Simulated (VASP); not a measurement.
Wanted: the native input for a VASP 6.6.1 run.

```
Task                   : single point
Functional             : PBE
Potentials or basis    : VASP PAW PBE potentials, release 64 (Co, Ti_sv)
Cutoff                 : 520 eV
k mesh                 : 9 × 9 × 9
Occupations            : fermi-dirac, width 0.05 eV
Spin                   : collinear spin, ferromagnetic start
Starting moments       : [2.0, 1.0] μB
Dipole correction      : no
Further INCAR settings : ALGO = Fast; EDIFF = 1e-06; NBANDS = 22
```

The structure of TiCo lies in POSCAR:

```
TiCo
1.0
    3.0446770546      0.0000000000      0.0000000000
    0.0000000000      3.0446770546      0.0000000000
    0.0000000000      0.0000000000      3.0446770546
Co Ti
1 1
Direct
    0.5000000000      0.5000000000      0.5000000000
    0.0000000000      0.0000000000      0.0000000000
```

The input as run:

INCAR

```
PREC = Accurate
ENCUT = 520
EDIFF = 1E-6
ISMEAR = -1
SIGMA = 0.05
LREAL = F
LASPH = T
NELM = 150
ALGO = Fast
ISIF = 2
LWAVE = F
LCHARG = F
ISPIN = 2
MAGMOM = 2 1
LORBIT = 11
LMAXMIX = 4
GGA = PE
NBANDS = 22
```

KPOINTS

```
regular mesh
0
Gamma
  9 9 9
```

Potentials or basis: VASP PAW PBE potentials, release 64 (Co, Ti_sv).

Run with:

```sh
$ cat potpaw_PBE.64/Co/POTCAR potpaw_PBE.64/Ti_sv/POTCAR > POTCAR
$ mpirun -np 1 vasp_std > vasp.out
```

Results of the run:

```json
{
  "Pressure": "-9.2 GPa",
  "Net moment": "0.86 μB per cell",
  "Site moments": "Co +1.00; Ti -0.07 μB",
  "Valence electrons inside the program's atomic spheres": "Co 8.20; Ti 10.21"
}
```

Wall time 26 s on 1 thread of Intel(R) Xeon(R) Platinum 8488C (Sapphire Rapids) (shared host), peak memory 0.17 GiB.
